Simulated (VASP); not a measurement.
CaO: single point with LDA

Crystal: CaO.

```xyz
2
Lattice="0.0000 2.3312 2.3312 2.3312 0.0000 2.3312 2.3312 2.3312 0.0000" Properties=species:S:1:pos:R:3 pbc="T T T"
Ca    0.0000    0.0000    0.0000
O     2.3312    2.3312    2.3312
```

```
Program             : VASP 6.6.1
Task                : single point
Functional          : LDA
Potentials or basis : VASP PAW LDA potentials, release 64 (Ca_sv, O)
Cutoff              : 520 eV
k mesh              : 8 × 8 × 8
Occupations         : gaussian, width 0.01 eV
Spin                : no spin polarisation
```

```
Pressure               : 5.1 GPa
Band gap on the k mesh : 3.39 eV (least direct gap 3.74 eV)
```

Levels at points of the mesh, in eV from the valence-band top:
```csv
k point,band 5,band 6,band 7,band 8,band 9,band 10,band 11,band 12
"(0.00, 0.00, 0.00)",-15.39,0.00,0.00,0.00,5.34,6.31,6.31,6.31
"(0.50, 0.00, 0.00)",-13.70,-2.94,-1.43,-1.43,7.38,8.80,8.80,9.02
"(0.50, 0.50, 0.00)",-15.15,-1.24,-0.35,-0.35,3.39,8.72,9.40,10.16
```

It took 18 s on 1 thread of Intel(R) Xeon(R) Platinum 8375C CPU @ 2.90GHz (Ice Lake), with other jobs on the host, peak memory 0.14 GiB.

Caveat: the cell stands under pressure. A k mesh can miss the band edges.
